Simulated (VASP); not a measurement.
## La: single point with PBEsol

La:

```xyz
2
Lattice="3.5592 0.0000 0.0000 -1.7796 3.0824 0.0000 0.0000 0.0000 5.8506" Properties=species:S:1:pos:R:3 pbc="T T T"
La    1.7796    1.0275    4.3880
La    0.0000    2.0549    1.4627
```

| Property | Result |
| --- | --- |
| Program | VASP 6.6.1 |
| Task | single point |
| Functional | PBEsol |
| Potentials or basis | VASP PAW PBE potentials, release 64 (La) |
| Cutoff | 520 eV |
| k mesh | 8 × 8 × 5 |
| Occupations | fermi-dirac, width 0.05 eV |
| Spin | no spin polarisation |

* Pressure: 2.1 GPa
* Band gap on the k mesh: zero (bands 11 and 12 overlap by 1.49 eV)

Levels at points of the mesh, in eV from the Fermi level:
| k point | band 7 | band 8 | band 9 | band 10 | band 11 | band 12 | band 13 | band 14 | band 15 | band 16 |
| --- | --- | --- | --- | --- | --- | --- | --- | --- | --- | --- |
| (0.00, 0.00, 0.00) | -15.24 | -15.24 | -3.07 | -1.93 | 1.07 | 1.44 | 1.44 | 1.72 | 1.83 | 1.90 |
| (0.50, 0.00, 0.00) | -15.78 | -15.52 | -1.98 | -1.43 | -1.22 | 1.36 | 1.52 | 1.61 | 1.65 | 2.18 |

Wall time 43 s on 1 thread of Intel(R) Xeon(R) Platinum 8488C (Sapphire Rapids), on a shared host, peak memory 0.2 GiB.

Caveat: the PAW data sets were made with another functional, which shifts forces and pressure a little; spin-orbit coupling is left out, which moves the levels of the heavy elements.
